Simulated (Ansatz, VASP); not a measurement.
## SiC: VASP beside Ansatz

```
CELL_PARAMETERS angstrom
3.07600 0.00000 0.00000
-1.53800 2.66389 0.00000
0.00000 0.00000 5.04800
ATOMIC_POSITIONS crystal
Si 0.33333 0.66667 0.00297
Si 0.66667 0.33333 0.49703
C 0.33333 0.66667 0.38432
C 0.66667 0.33333 0.88568
```

Change from the starting cell: mode 6 (550.6 1/cm) frozen in, largest displacement +0.015 Å.

Alike in both runs: task single point; functional LDA; k mesh 12 × 12 × 6; occupations gaussian, width 0.05 eV; no spin polarisation.

|  | VASP | Ansatz |
| --- | --- | --- |
| version | VASP 6.6.1 | Ansatz 0.2.0 |
| potentials or method | VASP PAW LDA potentials, release 64 (Si, C), cutoff 520 eV | scalar-relativistic, plane waves, PAW |
| valence electrons in the cell | 16 | 16 |

VASP gave:

```
gap on the k mesh at the Fermi level (eV)                     : 2.20
least direct gap on the mesh (eV)                             : 3.97
pressure (GPa)                                                : -3.6
traceless stress, the component that is largest in VASP (GPa) : -2.79
rms of the force components (eV/Å)                            : 0.460
```

Q: Which values does Ansatz return?

A: gap on the k mesh at the Fermi level (eV): 2.21; least direct gap on the mesh (eV): 3.98; pressure (GPa): -3.9; traceless stress, the component that is largest in VASP (GPa): -2.77; rms of the force components (eV/Å): 0.459.

LDA's correlation is that of Perdew and Zunger in VASP and of Perdew and Wang (1992) in Ansatz. Atom by atom the forces differ by 0.001 eV/Å (rms over components).
